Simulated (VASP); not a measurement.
# Cr (Im-3m) in VASP: notebook

The runs below take Cr through single point, with PBEsol.

Everything below comes from runs of VASP 6.6.1. Logs are shortened: lines on timing, memory, paths and dates and some standing lists are left out, and cuts for length are marked.

### 1 The cell of the first run

The structure is cubic, space group Im-3m (No. 229). Conventional cell: a = 2.757 Å, b = 2.757 Å, c = 2.757 Å, α = 90.00°, β = 90.00°, γ = 90.00°. Cr (site symmetry m-3m) has 14 Cr at 2.39 to 2.76 Å within 3.2 Å.

### 2 Single point, PBEsol, collinear spin, ferromagnetic start

INCAR reads:

```
SYSTEM = Cr
PREC     = Accurate       ! precision mode
ENCUT    = 520            ! plane-wave cutoff, eV
EDIFF    = 1E-6           ! SCF threshold, eV
ISMEAR   = -1             ! smearing method
SIGMA    = 0.1            ! smearing width, eV
LREAL    = .False.        ! projectors in reciprocal space
LASPH    = .True.         ! aspherical terms in the spheres
NELM     = 150            ! most SCF steps
ALGO     = Normal         ! electronic algorithm
ISIF     = 2              ! what is computed and relaxed
LWAVE    = .False.        ! write WAVECAR
LCHARG   = .False.        ! write CHGCAR
ISPIN    = 2              ! spin polarisation
MAGMOM   = 3              ! initial moments
LORBIT   = 11             ! projections on sites
LMAXMIX  = 4              ! l up to which the mixer works
GGA      = PS             ! functional
NBANDS   = 16             ! bands
```

KPOINTS reads:

```
Automatic mesh
0
Gamma
  19 19 19
  0 0 0
```

POSCAR reads:

```
Cr
1.0
    2.3876749090     -0.0000000132     -0.0000000229
   -0.7958916239      2.2511214970     -0.0000000229
   -0.7958916239     -1.1255607154      1.9495284224
Cr
1
Direct
    0.0000000000      0.0000000000      0.0000000000
```

Potentials or basis: VASP PAW PBE potentials, release 64 (Cr_pv).

On the command line:

```
$ cat potpaw_PBE.64/Cr_pv/POTCAR > POTCAR
$ mpirun -np 1 vasp_std > vasp.out
```

OUTCAR:

```text
SYSTEM = Cr
   PREC = Accurate
   ENCUT = 520
   EDIFF = 1E-6
   ISMEAR = -1
   LREAL = .False.
   LASPH = .True.
   NELM = 150
   ISIF = 2
   ISPIN = 2
   LORBIT = 11
   GGA = PS

 ion  position               nearest neighbor table
   1  0.000  0.000  0.000-

  LATTYP: Found a body centered cubic cell.
 ALAT       =     2.7570495028

  Lattice vectors:

 A1 = (   2.3876749090,  -0.0000000132,  -0.0000000229)
 A2 = (  -0.7958916239,   2.2511214970,  -0.0000000229)
 A3 = (  -0.7958916239,  -1.1255607154,   1.9495284224)

Analysis of symmetry for initial positions (statically):
=====================================================================
 Subroutine PRICEL returns:
 Original cell was already a primitive cell.

 Routine SETGRP: Setting up the symmetry group for a
 body centered cubic supercell.

 Subroutine GETGRP returns: Found 48 space group operations
 (whereof 48 operations were pure point group operations)
 out of a pool of 48 trial point group operations.

The static configuration has the point symmetry O_h .

Analysis of symmetry for dynamics (positions and initial velocities):
=====================================================================
 Subroutine PRICEL returns:
 Original cell was already a primitive cell.

 Routine SETGRP: Setting up the symmetry group for a
 body centered cubic supercell.

 Subroutine GETGRP returns: Found 48 space group operations
 (whereof 48 operations were pure point group operations)
 out of a pool of 48 trial point group operations.

The dynamic configuration has the point symmetry O_h .

Analysis of structural, dynamic, and magnetic symmetry:
=====================================================================
 Subroutine PRICEL returns:
 Original cell was already a primitive cell.

 Routine SETGRP: Setting up the symmetry group for a
 body centered cubic supercell.

 Subroutine GETGRP returns: Found 48 space group operations
 (whereof 48 operations were pure point group operations)
 out of a pool of 48 trial point group operations.

The overall configuration has the point symmetry O_h .

 Subroutine INISYM returns: Found 48 space group operations
 (whereof 48 operations are pure point group operations),
 and found     1 'primitive' translations

----------------------------------------------------------------------------------------

                                     Primitive cell

  volume of cell :      10.4786

  direct lattice vectors                    reciprocal lattice vectors
     2.387674909 -0.000000013 -0.000000023     0.418817488  0.148074343  0.256472277
    -0.795891624  2.251121497 -0.000000023     0.000000005  0.444223029  0.256472277
    -0.795891624 -1.125560715  1.949528422     0.000000005  0.000000007  0.512944567

  length of vectors
     2.387674909  2.387674909  2.387674909     0.512944567  0.512944567  0.512944567

  position of ions in fractional coordinates (direct lattice)
     0.000000000  0.000000000  0.000000000

  ion indices of the primitive-cell ions
   primitive index   ion index
                 1           1

----------------------------------------------------------------------------------------

 KPOINTS: Automatic mesh

Automatic generation of k-mesh.
 Grid dimensions read from file:
 generate k-points for:   19   19   19

 Generating k-lattice:

  Cartesian coordinates                     Fractional coordinates (reciprocal lattice)
     0.022043026  0.007793386  0.013498541     0.052631579  0.000000000  0.000000000
     0.000000000  0.023380159  0.013498541    -0.000000000  0.052631579  0.000000000
     0.000000000  0.000000000  0.026997082     0.000000000 -0.000000000  0.052631579

  Length of vectors
     0.026997082  0.026997082  0.026997082

  Shift w.r.t. Gamma in fractional coordinates (k-lattice)
     0.000000000  0.000000000  0.000000000

 Subroutine IBZKPT returns following result:
 ===========================================

 Found    220 irreducible k-points:

 Following reciprocal coordinates:
            Coordinates               Weight
  0.000000  0.000000  0.000000      1.000000
  0.052632 -0.000000  0.000000     12.000000
  0.105263 -0.000000  0.000000     12.000000
  0.157895 -0.000000  0.000000     12.000000
  0.210526 -0.000000 -0.000000     12.000000
  0.263158 -0.000000  0.000000     12.000000
[... 16 lines left out ...]
  0.263158  0.105263  0.000000     48.000000
  0.315789  0.105263  0.000000     48.000000
 [... further k-points ...]
   k-points           NKPTS =    220   k-points in BZ     NKDIM =    220   number of bands    NBANDS=     16
   number of dos      NEDOS =    301   number of ions     NIONS =      1
   total plane-waves  NPLWV =   5832
   dimension x,y,z NGX =    18 NGY =   18 NGZ =   18
   dimension x,y,z NGXF=    36 NGYF=   36 NGZF=   36
   ions per type =               1
   NGX,Y,Z   is equivalent  to a cutoff of  12.53, 12.53, 12.53 a.u.
   NGXF,Y,Z  is equivalent  to a cutoff of  25.07, 25.07, 25.07 a.u.
 SYSTEM =  Cr
   PREC   = accura    normal or accurate (medium, high low for compatibility)
   ISTART =      0    job   : 0-new  1-cont  2-samecut
   ICHARG =      2    charge: 1-file 2-atom 10-const
   ISPIN  =      2    spin polarized calculation?
   LNONCOLLINEAR =      F non collinear calculations
   LSORBIT =      F    spin-orbit coupling
   LASPH  =      T    aspherical Exc in radial PAW
   ENCUT  =  520.0 eV  38.22 Ry    6.18 a.u.   4.44  4.44  4.44*2*pi/ulx,y,z
   NELM   =    150;   NELMIN=  2; NELMDL= -5     # of ELM steps
   EDIFF  = 0.1E-05   stopping-criterion for ELM
   LREAL  =      F    real-space projection
   EDIFFG = 0.1E-04   stopping-criterion for IOM
   NSW    =      0    number of steps for IOM
   IBRION =     -1    ionic relax: 0-MD 1-quasi-New 2-CG
   NFREE  =      0    steps in history (QN), initial steepest desc. (CG)
   ISIF   =      2    stress and relaxation
   ISYM   =      2    0-nonsym 1-usesym 2-fastsym
   POTIM  = 0.5000    time-step for ionic-motion
   TEBEG  =    0.0;   TEEND  =   0.0 temperature during run
   PSTRESS=    0.0 pullay stress
   NELECT =      12.0000    total number of electrons
   NUPDOWN=      -1.0000    fix difference up-down
   EMIN   =  10.00;   EMAX   =-10.00  energy-range for DOS
   EFERMI =   0.00;   METHOD = LEGACY
   ISMEAR =    -1;   SIGMA  =   0.10  broadening in eV -4-tet -1-fermi 0-gaus
   EFERMI_NEDOS =   21; number of points for ismear=-14 and -15
   IALGO  =     38    algorithm
   IMIX   =      4    mixing-type and parameters
     AMIX     =   0.40;   BMIX     =  1.00
     AMIX_MAG =   1.60;   BMIX_MAG =  1.00
  volume/ion in A,a.u.               =      10.48        70.71
  Fermi-wavevector in a.u.,A,eV,Ry     =   1.712776  3.236678 39.914094  2.933603
  Thomas-Fermi vector in A             =   2.790643
   LORBIT       =     11    0 simple, 1 ext, 2 COOP (PROOUT), +10 PAW based schemes
   GGA     = PS    functional components
   LHFCALC =     F    Hartree Fock is set to
   AEXX    =    0.0000 exact exchange contribution
   IVDW    =     0    specifies the selected vdW correction
   LEPSILON=     F    determine dielectric tensor
   LRPA    =     F    only Hartree local field effects (RPA)
 spin polarized calculation
  energy-cutoff  :      520.00
  volume of cell :       10.48
 maximum number of plane-waves:       321
 NGX is ok and might be reduce to    18
   NGX =  9   NGY =  9   NGZ =  9

 number of electron      12.0000001 magnetization      -0.0000677

 number of electron      12.0000001 magnetization       0.0000095

 Free energy of the ion-electron system (eV)
  ---------------------------------------------------
  ext. energy  EPLUGINS =         0.00000000
  ---------------------------------------------------
  free energy    TOTEN  =       -10.21560113 eV

  energy without entropy =      -10.19278641  energy(sigma->0) =      -10.20419377

 E-fermi :  12.2662     XC(G=0): -14.4158

 val. band max:       12.2608735234   @ k =   0.3684   0.0526   0.0526
 cond. band min:      12.2763231755   @ k =  -0.3158   0.3158   0.2632
 fundamental gap:      0.0154496521
 Fermi energy:        12.2661545849

 spin component 1

 k-point     1 :       0.0000    0.0000    0.0000
  band No.  band energies     occupation
      1     -30.1580      1.00000
      2     -30.1580      1.00000
      3     -30.1580      1.00000
      4       4.0565      1.00000
      5      11.2299      0.99997
      6      11.2299      0.99997
[... 8 lines left out ...]
     15      43.8290      0.00000
     16      49.3332      0.00000

 k-point     2 :       0.0526   -0.0000    0.0000
  band No.  band energies     occupation
      1     -30.1941      1.00000
      2     -30.1688      1.00000
      3     -30.1583      1.00000
      4       4.1904      1.00000
      5      11.1745      0.99998
      6      11.2210      0.99997
[... 8 lines left out ...]
     15      44.1009      0.00000
     16      47.8508      0.00000

 k-point     3 :       0.1053   -0.0000    0.0000
  band No.  band energies     occupation
      1     -30.2978      1.00000
      2     -30.1998      1.00000
      3     -30.1592      1.00000
      4       4.5799      1.00000
      5      11.0172      1.00000
      6      11.1800      0.99998
[... 8 lines left out ...]
     15      44.6739      0.00000
     16      45.8340      0.00000
[... 362 lines left out ...]
 k-point    23 :       0.2632    0.1053    0.0000
  band No.  band energies     occupation
      1     -31.0596      1.00000
      2     -30.4513      1.00000
      3     -30.2120      1.00000
      4       7.5050      1.00000
      5       9.9433      1.00000
      6      10.7502      1.00000
[... 8 lines left out ...]
     15      43.8921      0.00000
     16      45.4715      0.00000

 k-point    24 :       0.3158    0.1053    0.0000
  band No.  band energies     occupation
      1     -31.2040      1.00000
      2     -30.5148      1.00000
      3     -30.2150      1.00000
      4       7.6863      1.00000
      5       9.7360      1.00000
      6      11.2714      0.99995
[... 8 lines left out ...]
     15      44.1553      0.00000
     16      45.7073      0.00000

 [... further k-points ...]

 spin component 2

 k-point     1 :       0.0000    0.0000    0.0000
  band No.  band energies     occupation
      1     -30.1580      1.00000
      2     -30.1580      1.00000
      3     -30.1580      1.00000
      4       4.0565      1.00000
      5      11.2299      0.99997
      6      11.2299      0.99997
[... 8 lines left out ...]
     15      43.8290      0.00000
     16      49.3332      0.00000

 k-point     2 :       0.0526   -0.0000    0.0000
  band No.  band energies     occupation
      1     -30.1941      1.00000
      2     -30.1687      1.00000
      3     -30.1583      1.00000
      4       4.1904      1.00000
      5      11.1745      0.99998
      6      11.2210      0.99997
[... 8 lines left out ...]
     15      44.1010      0.00000
     16      47.8508      0.00000

 k-point     3 :       0.1053   -0.0000    0.0000
  band No.  band energies     occupation
      1     -30.2978      1.00000
      2     -30.1998      1.00000
      3     -30.1592      1.00000
      4       4.5799      1.00000
      5      11.0172      1.00000
      6      11.1800      0.99998
[... 8 lines left out ...]
     15      44.6739      0.00000
     16      45.8339      0.00000
[... 362 lines left out ...]
 k-point    23 :       0.2632    0.1053    0.0000
  band No.  band energies     occupation
      1     -31.0596      1.00000
      2     -30.4513      1.00000
      3     -30.2120      1.00000
      4       7.5050      1.00000
      5       9.9433      1.00000
      6      10.7502      1.00000
[... 8 lines left out ...]
     15      43.8921      0.00000
     16      45.4715      0.00000

 k-point    24 :       0.3158    0.1053    0.0000
  band No.  band energies     occupation
      1     -31.2039      1.00000
      2     -30.5148      1.00000
      3     -30.2150      1.00000
      4       7.6863      1.00000
      5       9.7360      1.00000
      6      11.2714      0.99995
[... 8 lines left out ...]
     15      44.1553      0.00000
     16      45.7073      0.00000

 [... further k-points ...]

------------------------ aborting loop because EDIFF is reached ----------------------------------------

  FORCE on cell =-STRESS in cart. coord.  units (eV):
  Direction    XX          YY          ZZ          XY          YZ          ZX
  --------------------------------------------------------------------------------------
  -------------------------------------------------------------------------------------
  Total        1.2721657      1.2721657      1.2721657     -0.0000000      0.0000000     -0.0000000
  in kB      194.5138606    194.5138606    194.5138606     -0.0000000      0.0000000     -0.0000000
  external PRESSURE =     194.5138606 kB  Pullay stress =       0.0000000 kB

 VOLUME and BASIS-vectors are now :
 -----------------------------------------------------------------------------
  energy-cutoff  :      520.00
  volume of cell :       10.48
      direct lattice vectors                 reciprocal lattice vectors
     2.387674909 -0.000000013 -0.000000023     0.418817488  0.148074343  0.256472277
    -0.795891624  2.251121497 -0.000000023     0.000000005  0.444223029  0.256472277
    -0.795891624 -1.125560715  1.949528422     0.000000005  0.000000007  0.512944567

 POSITION                                       TOTAL-FORCE (eV/Angst)
 -----------------------------------------------------------------------------------
      0.00000      0.00000      0.00000         0.000000     -0.000000      0.000000
 -----------------------------------------------------------------------------------
    total drift:                                0.000000      0.000000      0.000000

  FREE ENERGIE OF THE ION-ELECTRON SYSTEM (eV)
  ---------------------------------------------------
  free  energy   TOTEN  =       -10.2156011299 eV

  energy  without entropy=      -10.1927864119  energy(sigma->0) =      -10.20419377

 total charge

# of ion       s       p       d       tot
------------------------------------------
    1        0.467   6.475   4.345  11.287

 magnetization (x)

# of ion       s       p       d       tot
------------------------------------------
    1       -0.000  -0.000   0.000   0.000
```

Wall time 27 s (1 thread of Intel Xeon 6975P-C (Granite Rapids), shared host); peak memory 0.16 GiB.

What came out:

```yaml
Free_energy: -10.2156 eV
Pressure: 19.5 GPa
Band_gap_on_the_k_mesh: zero (filled and empty bands overlap)
Net_moment: 0.00 μB per cell
Valence_electrons_inside_the_program's_atomic_spheres: Cr 11.29
```

Caveat: the cell stands under pressure; an empty level that is flat over the whole mesh can mark a ghost state of the potentials, or a narrow d or f band; the PAW data sets were made with another functional, which shifts forces and pressure a little.

### 3 Single point, PBEsol, collinear spin, ferromagnetic start

This run uses another cell than the first one, of 10.79 Å³/atom.

INCAR reads:

```
SYSTEM = Cr
PREC = Accurate
ENCUT = 520
EDIFF = 1E-6
ISMEAR = -1
SIGMA = 0.1
LREAL = .False.
LASPH = .True.
NELM = 150
ALGO = Normal
ISIF = 2
LWAVE = .False.
LCHARG = .False.
ISPIN = 2
MAGMOM = 3
LORBIT = 11
LMAXMIX = 4
GGA = PS
NBANDS = 16
```

KPOINTS is that of step 2.

POSCAR reads:

```
Cr
1.0
    2.4110988321     -0.0000000134     -0.0000000231
   -0.8036995981      2.2732057835     -0.0000000231
   -0.8036995981     -1.1366028584      1.9686539758
Cr
1
Direct
    0.0000000000      0.0000000000      0.0000000000
```

Potentials or basis: VASP PAW PBE potentials, release 64 (Cr_pv).

On the command line:

```
$ cat potpaw_PBE.64/Cr_pv/POTCAR > POTCAR
$ mpirun -np 1 vasp_std > vasp.out
```

Run time: 27 s. Hardware: 1 thread of Intel Xeon 6975P-C (Granite Rapids), shared host; peak memory 0.17 GiB.

Results (log left out):

```yaml
Free_energy: -10.2436 eV
Pressure: 9.4 GPa
Band_gap_on_the_k_mesh: zero (filled and empty bands overlap)
Net_moment: 0.00 μB per cell
Valence_electrons_inside_the_program's_atomic_spheres: Cr 11.21
```

Levels at points of the mesh, in eV from the Fermi level:
Spin up:
```csv
k point,band 3,band 4,band 5,band 6,band 7,band 8,band 9,band 10
"(0.00, 0.00, 0.00)",-42.47,-8.11,-0.99,-0.99,-0.99,1.23,1.23,7.14
```
Spin down:
```csv
k point,band 4,band 5,band 6,band 7,band 8,band 9
"(0.00, 0.00, 0.00)",-8.11,-0.99,-0.99,-0.99,1.23,1.23
```

Caveat: the cell stands under pressure; an empty level that is flat over the whole mesh can mark a ghost state of the potentials, or a narrow d or f band; the PAW data sets were made with another functional, which shifts forces and pressure a little.
